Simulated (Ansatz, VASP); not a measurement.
## Ir3Ru2: VASP beside Ansatz

```xyz
10
Lattice="2.7605 0.0000 0.0000 -1.3802 2.3906 0.0000 0.0000 0.0000 21.6285" Properties=species:S:1:pos:R:3 pbc="T T T"
Ru    0.0000    1.5938    3.2713
Ru    0.0000    1.5938   16.2806
Ru    1.3802    0.7969    5.3478
Ru    1.3802    0.7969   18.3572
Ir    0.0000    1.5938   20.5097
Ir    0.0000    1.5938    7.4922
Ir    0.0000    1.5938   11.9171
Ir    1.3802    0.7969    1.1188
Ir    1.3802    0.7969    9.7114
Ir    1.3802    0.7969   14.1363
```

Alike in both runs: functional PBE; k mesh 6 × 6 × 1; occupations gaussian, width 0.1 eV; no spin polarisation.

Ansatz relaxed the structure, and its values are those at the end. VASP's run is a single point on that final structure, the one shown.

```csv
,VASP,Ansatz
version,VASP 6.6.1,Ansatz 0.2.0
potentials or method,"VASP PAW PBE potentials, release 64 (Ru_pv, Ir), cutoff 520 eV","scalar-relativistic, plane waves, PAW"
valence electrons in the cell,110,166
```

```tsv
	VASP	Ansatz	Ansatz less VASP
gap on the k mesh at the Fermi level (eV)	none	none	-
pressure (GPa)	0.3	0.0	-0.31
rms of the force components (eV/Å)	0.018	0.011	-0.0076
```

A gap of «none» marks a metal or a gap that the smearing closes. VASP's potentials hold 110 valence electrons a cell and Ansatz's 166, so a difference there can come from the potentials and not from the codes.

The k mesh is coarse, so the values compare programs but aren't converged. Spin-orbit coupling is off throughout.
